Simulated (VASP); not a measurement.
Input of a VASP 6.6.1 run:

Contents of INCAR:

```
SYSTEM = As
ALGO = Normal
EDIFF = 1E-6
ENCUT = 520
GGA = PE
ISIF = 2
ISMEAR = -1
LASPH = .TRUE.
LCHARG = .FALSE.
LREAL = .FALSE.
LWAVE = .FALSE.
NBANDS = 8
NELM = 80
PREC = Accurate
SIGMA = 0.08
```

Contents of KPOINTS:

```
k-points
0
G
  15 15 15
  0 0 0
```

File POSCAR:

```
As
1.0
    2.0598875795      0.0000000000      0.0000000000
    0.0000000000      2.0598875795      0.0000000000
    0.0000000000      0.0000000000      2.0598875795
As
1
Direct
    0.0000000000      0.0000000000      0.0000000000
```

Potentials or basis: VASP PAW PBE potentials, release 64 (As).

The run is started by

```sh
$ cat potpaw_PBE.64/As/POTCAR > POTCAR
$ mpirun -np 1 vasp_std > vasp.out
```

Task: What does it give for the pressure?

Result: 439.6 GPa.
